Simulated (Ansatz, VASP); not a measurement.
**Two plane-wave programs on KI**

```
CELL_PARAMETERS angstrom
0.00000 3.41881 3.52455
3.52455 0.00000 3.52455
3.52455 3.41881 0.00000
ATOMIC_POSITIONS crystal
K 0.00000 0.00000 0.00000
I 0.50000 0.50000 0.50000
```

Change from the starting cell: strain -0.0300 x Voigt [0, 1, 0, 0, 0, 0], atoms carried along.

Alike in both runs: task single point; functional PBE; k mesh 6 × 6 × 6; occupations gaussian, width 0.05 eV; no spin polarisation.

```csv
,VASP,Ansatz
version,VASP 6.6.1,Ansatz 0.2.0
potentials or method,"VASP PAW PBE potentials, release 64 (K_sv, I), cutoff 520 eV","scalar-relativistic, plane waves, PAW"
valence electrons in the cell,16,26
```

|  | VASP | Ansatz | Ansatz less VASP |
| --- | --- | --- | --- |
| gap on the k mesh at the Fermi level (eV) | 4.04 | 4.05 | +0.005 |
| least direct gap on the mesh (eV) | 4.04 | 4.05 | +0.005 |
| pressure (GPa) | 1.2 | 1.2 | -0.03 |
| traceless stress, the component that is largest in VASP (GPa) | 0.70 | 0.69 | -0.008 |

The functional is the same, so the differences come from potentials, cutoffs and numerics. VASP's potentials hold 16 valence electrons a cell and Ansatz's 26, so a difference there can come from the potentials and not from the codes.

Spin-orbit coupling is off throughout.
